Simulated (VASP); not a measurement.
Here is a VASP 6.6.1 calculation.

File INCAR:

```
PREC = Accurate ; ENCUT = 520
EDIFF = 1E-7 ; ISMEAR = 0
SIGMA = 0.1 ; LREAL = False
LASPH = True ; NELM = 80
ALGO = Normal ; ISIF = 2
LWAVE = False ; LCHARG = False
GGA = PE ; IVDW = 12
NBANDS = 46
```

The input KPOINTS:

```
Automatic mesh
0
Gamma
  8 8 4
```

The input POSCAR:

```
LaAsRuO
1.0
    4.1093533026      0.0000000000      0.0000000000
    0.0000000000      4.1093533026      0.0000000000
    0.0000000000      0.0000000000      8.4080374560
La As Ru O
2 2 2 2
Direct
    0.5000000000      0.0000000000      0.1417513791
    0.0000000000      0.5000000000      0.8582486209
    0.5000000000      0.0000000000      0.6543880637
    0.0000000000      0.5000000000      0.3456119363
    0.0000000000      0.0000000000      0.5000000000
    0.5000000000      0.5000000000      0.5000000000
    0.0000000000      0.0000000000      0.0000000000
    0.5000000000      0.5000000000      0.0000000000
```

Potentials or basis: VASP PAW PBE potentials, release 64 (La, As, Ru_pv, O).

Launch:

```console
$ cat potpaw_PBE.64/La/POTCAR potpaw_PBE.64/As/POTCAR potpaw_PBE.64/Ru_pv/POTCAR potpaw_PBE.64/O/POTCAR > POTCAR
$ mpirun -np 1 vasp_std > vasp.out
```

**Question.** What does it give for the pressure?

**Answer.** 0.0 GPa.

**Question.** What does it give for the largest force?

**Answer.** 0.036 eV/Å.

**Question.** What does it give for the band gap on the k mesh?

**Answer.** Zero (bands 36 and 37 overlap by 0.73 eV).

**Question.** Predict the dispersion energy per atom.

**Answer.** -0.402 eV.

Forces on the atoms (eV/Å):
```
La   0.000  0.000 -0.018
La   0.000  0.000  0.018
As   0.000  0.000  0.036
As   0.000  0.000 -0.036
Ru   0.000  0.000  0.000
Ru   0.000  0.000  0.000
O    0.000  0.000  0.000
O    0.000  0.000  0.000
```

Caveat: spin-orbit coupling is left out, which moves the levels of the heavy elements.
